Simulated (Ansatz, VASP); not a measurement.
Two plane-wave programs on WS2

```
CELL_PARAMETERS angstrom
-1.57860 -2.73421 0.00000
1.57860 -2.73421 0.00000
0.26310 -0.45570 18.11873
ATOMIC_POSITIONS crystal
W 0.00000 0.86110 0.83339
W 0.33333 0.30555 0.16673
W 0.66667 0.58332 0.50006
S 0.00000 0.90219 0.58683
S 0.33333 0.17997 0.92016
S 0.66667 0.62442 0.25350
S 0.00000 0.93113 0.41322
S 0.33333 0.20891 0.74656
S 0.66667 0.65335 0.07989
```

Alike in both runs: task single point; functional PBE; dispersion D3(BJ); k mesh 10 × 10 × 2; occupations gaussian, width 0.05 eV; no spin polarisation.

|  | VASP | Ansatz |
| --- | --- | --- |
| version | VASP 6.6.1 | Ansatz 0.2.0 |
| potentials or method | VASP PAW PBE potentials, release 64 (W_sv, S), cutoff 520 eV | scalar-relativistic, plane waves, PAW |
| valence electrons in the cell | 78 | 78 |

```csv
,VASP,Ansatz,Ansatz less VASP
gap on the k mesh at the Fermi level (eV),0.95,0.93,-0.018
least direct gap on the mesh (eV),2.11,2.10,-0.013
pressure (GPa),0.1,0.1,+0.05
"traceless stress, the component that is largest in VASP (GPa)",-0.32,-0.32,0.000
rms of the force components (eV/Å),0.031,0.031,+0.0001
```

Atom by atom the forces differ by 0.001 eV/Å (rms over components).

Neither program's run includes spin-orbit coupling.
